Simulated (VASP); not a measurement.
A run of VASP 6.6.1 is set up as follows.

File INCAR:

```
SYSTEM = W8C9
PREC = Accurate
ENCUT = 520
EDIFF = 1E-6
ISMEAR = -1
SIGMA = 0.15
LREAL = Auto
LASPH = .True.
NELM = 100
ALGO = Normal
ISIF = 2
LWAVE = .False.
LCHARG = .False.
GGA = PE
NBANDS = 88
```

File KPOINTS:

```
Automatic mesh
0
Gamma
  3 3 1
  0 0 0
```

The input POSCAR:

```
W8C9
1.0
    5.7490600000      0.0000000000      0.0000000000
    0.0000000000      5.6331800000      0.0000000000
    0.0000000000      0.0000000000     15.1490270000
W C
8 9
Direct
    0.0000000000      0.0000000000      0.0660108402
    0.2650172376      0.0045267504      0.2211957243
    0.0000000000      0.5000017752      0.0660108402
    0.2701137229      0.5097831065      0.2284239113
    0.4999947818      0.0000000000      0.0660108402
    0.7533057578     -0.0222432090      0.2342196631
    0.4999947818      0.5000017752      0.0660108402
    0.7677429006      0.4940726197      0.2413158284
    0.0314138311      0.2449948342      0.1703805796
    0.3011796711      0.2692085110      0.3216708241
    0.0001565473      0.7299074413      0.1743082245
    0.4698855117      0.8534788521      0.3444445640
    0.5204676938      0.2384621120      0.1711727096
    0.7098029939      0.2067748590      0.3313546144
    0.5155625441      0.7305642639      0.1695884495
    0.6655348874      0.7169662606      0.3350974290
    0.4736252535      0.1291987829      0.3590131564
```

Potentials or basis: VASP PAW PBE potentials, release 64 (W_sv, C).

Launch:

```bash
$ cat potpaw_PBE.64/W_sv/POTCAR potpaw_PBE.64/C/POTCAR > POTCAR
$ mpirun -np 1 vasp_std > vasp.out
```

**Question.** Predict the largest force.

**Answer.** 2.142 eV/Å.

**Question.** Estimate the band gap on the k mesh.

**Answer.** Zero (bands 74 and 75 overlap by 0.11 eV).

Forces on the atoms (eV/Å):
```
W    0.241 -0.296 -0.078
W    0.100 -1.268  1.518
W    0.241 -0.344  0.294
W   -0.663 -0.778  0.194
W    0.438 -0.240 -1.141
W    0.554  0.718 -0.628
W    0.509 -0.744 -0.533
W   -0.555 -1.876 -0.710
C   -1.528  0.436 -0.378
C   -0.181 -0.461  1.350
C    0.782  1.700 -0.083
C    0.100  1.077 -0.317
C    0.297  0.905 -0.389
C   -1.002  1.090  1.384
C    0.140  1.073  0.049
C   -1.158  0.176  0.087
C    1.685 -1.168 -0.618
```

Caveat: the k points lie up to 0.37 Å⁻¹ apart; spin-orbit coupling is left out, which moves the levels of the heavy elements.
